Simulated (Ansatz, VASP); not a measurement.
# One calculation of HfO3, two programs

```
Hf O
1.0
     3.32388    0.00000    0.00000
     0.00000    3.32388    0.00000
     0.00000    0.00000    3.32303
Hf O
1 3
Direct
  0.00000 0.00000 0.00000
  0.00000 0.50000 0.50000
  0.50000 0.00000 0.50000
  0.50000 0.50000 0.00000
```

Change from the starting cell: species swapped into the Cu3Pd type (P4/mmm, No. 123).

Alike in both runs: functional PBE; k mesh 6 × 6 × 6; occupations gaussian, width 0.1 eV; no spin polarisation.

Ansatz relaxed the structure, and its values are those at the end. VASP's run is a single point on that final structure, the one shown.

```csv
,VASP,Ansatz
version,VASP 6.6.1,Ansatz 0.2.0
potentials or method,"VASP PAW PBE potentials, release 64 (Hf_pv, O), cutoff 520 eV","scalar-relativistic, plane waves, PAW"
valence electrons in the cell,28,44
```

Ansatz gave:

```
gap on the k mesh at the Fermi level (eV) : none
pressure (GPa)                            : 0.0
```

Q: Estimate VASP's values.

A: gap on the k mesh at the Fermi level (eV): none; pressure (GPa): -3.3.

A gap of «none» marks a metal or a gap that the smearing closes. VASP's potentials hold 28 valence electrons a cell and Ansatz's 44, so a difference there can come from the potentials and not from the codes.

Spin-orbit coupling is off throughout.
